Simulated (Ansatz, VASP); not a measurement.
# TiOs: VASP beside Ansatz

Contents of INCAR:

```
SYSTEM = TiOs
ALGO = Normal
EDIFF = 1E-6
ENCUT = 520
GGA = CA
ISIF = 2
ISMEAR = -1
LASPH = .True.
LCHARG = .False.
LREAL = .False.
LWAVE = .False.
NBANDS = 17
NELM = 100
PREC = Accurate
SIGMA = 0.05
```

KPOINTS

```
k-points
0
Gamma
  8 8 8
  0 0 0
```

File POSCAR:

```
TiOs
1.0
    3.0800000000      0.0000000000      0.0000000000
    0.0000000000      3.0800000000      0.0000000000
    0.0000000000      0.0000000000      3.0800000000
Ti Os
1 1
Direct
    0.5000000000      0.5649350649      0.5000000000
    0.0000000000      0.0000000000      0.0000000000
```

Input for Ansatz:

```yaml
crystal:
  lattice:
    - [3.08, 0.0, 0.0]
    - [0.0, 3.08, 0.0]
    - [0.0, 0.0, 3.08]
  atoms:
    - { symbol: Ti, position: [0.5, 0.564935064935065, 0.5] }
    - { symbol: Os, position: [0.0, 0.0, 0.0] }
basis:
  ecutwfc: 550.0
kpoints:
  mp_grid:
    grid: [8, 8, 8]
hamiltonian:
  xc: lda
  pseudopotentials:
    kind: paw
scf:
  convergence:
    dr2_threshold: 1.0e-07
  occupations:
    method: fermi_dirac
    width: 0.05
output:
  forces: true
```

Alike in both runs: task single point; functional LDA; k mesh 8 × 8 × 8; occupations fermi-dirac, width 0.05 eV; no spin polarisation.

|  | VASP | Ansatz |
| --- | --- | --- |
| version | VASP 6.6.1 | Ansatz 0.2.0 |
| potentials or method | VASP PAW LDA potentials, release 64 (Ti_sv, Os), cutoff 520 eV | plane waves, PAW |
| valence electrons in the cell | 20 | 28 |

```csv
,VASP,Ansatz,Ansatz less VASP
rms of the force components (eV/Å),0.796,0.796,-0.0002
```

LDA's correlation is that of Perdew and Zunger in VASP and of Perdew and Wang (1992) in Ansatz. Atom by atom the forces differ by 0.000 eV/Å (rms over components). VASP's potentials hold 20 valence electrons a cell and Ansatz's 28, so a difference there can come from the potentials and not from the codes.

Neither program's run includes spin-orbit coupling.
